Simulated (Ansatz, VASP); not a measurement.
TaN: VASP beside Ansatz

The input INCAR:

```
SYSTEM = TaN
PREC = Accurate
ENCUT = 520
EDIFF = 1E-7
ISMEAR = -1
SIGMA = 0.08
LREAL = .False.
LASPH = .True.
NELM = 60
ALGO = Normal
ISIF = 2
LWAVE = .False.
LCHARG = .False.
GGA = PS
NBANDS = 15
```

The input KPOINTS:

```
regular mesh
0
Gamma
  15 15 15
  0 0 0
```

POSCAR

```
TaN
1.0
    0.0000000000      2.1431337060      2.1431337060
    2.1431337060      0.0000000000      2.1431337060
    2.1431337060      2.1431337060      0.0000000000
Ta N
1 1
Direct
    0.0000000000      0.0000000000      0.0000000000
    0.5000000000      0.5000000000      0.5000000000
```

Input for Ansatz:

```yaml
crystal:
  lattice:
    - [0.0, 2.143133706, 2.143133706]
    - [2.143133706, 0.0, 2.143133706]
    - [2.143133706, 2.143133706, 0.0]
  atoms:
    - { symbol: Ta, position: [0.0, 0.0, 0.0] }
    - { symbol: "N", position: [0.5, 0.5, 0.5] }
kpoints:
  mp_grid: { grid: [15, 15, 15] }
scf:
  occupations: { method: fermi_dirac, width: 0.08 }
hamiltonian:
  xc: pbesol
  pseudopotentials: { kind: all_electron, lapw: { basis_error: 0.001 } }
output:
  forces: true
  stress: true
  eigenvalues: true
  populations: true
```

Change from the starting cell: volume scaled by 0.94, LAPW.

Alike in both runs: task single point; functional PBEsol; k mesh 15 × 15 × 15; occupations fermi-dirac, width 0.08 eV; no spin polarisation.

```csv
,VASP,Ansatz
version,VASP 6.6.1,Ansatz 0.2.0
potentials or method,"VASP PAW PBE potentials, release 64 (Ta_pv, N), cutoff 520 eV","all-electron LAPW, scalar-relativistic"
```

VASP gave:

```
pressure (GPa) : 26.7
```

Task: What did Ansatz give for the same quantities?

Result: Pressure (GPa): 25.1.

VASP's potentials were made for PBE, not for PBEsol. Ansatz ran all-electron here, and VASP with PAW potentials.

Neither program's run includes spin-orbit coupling.
